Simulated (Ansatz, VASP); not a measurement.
**CoO in VASP and in Ansatz**

```
Co O
1.0
     2.83713    0.00000    0.00000
    -1.41856    2.45703    0.00000
     0.00000    0.00000    2.76890
Co O
1 1
Cartesian
  0.0000 0.0000 0.0000
  1.4186 0.8190 1.3844
```

Alike in both runs: task single point; functional PBE; k mesh 11 × 11 × 10; occupations fermi-dirac, width 0.05 eV; collinear spin.

```csv
,VASP,Ansatz
version,VASP 6.6.1,Ansatz 0.2.0
potentials or method,"VASP PAW PBE potentials, release 64 (Co_sv, O)",Ansatz PAW
plane-wave cutoff (eV),600,420
valence electrons in the cell,23,23
```

```tsv
	VASP	Ansatz	Ansatz less VASP
gap on the k mesh at the Fermi level (eV)	none	none	-
pressure (GPa)	-6.9	-4.6	+2.37
traceless stress, the component that is largest in VASP (GPa)	-2.46	-2.34	+0.119
net moment per atom (μB)	1.50	1.50	0.000
size of the moment on the site where the two differ most (μB)	0.39	0.42	+0.025
```

Site moments also hang on the region over which each program counts them. A gap of «none» marks a metal or a gap that the smearing closes.
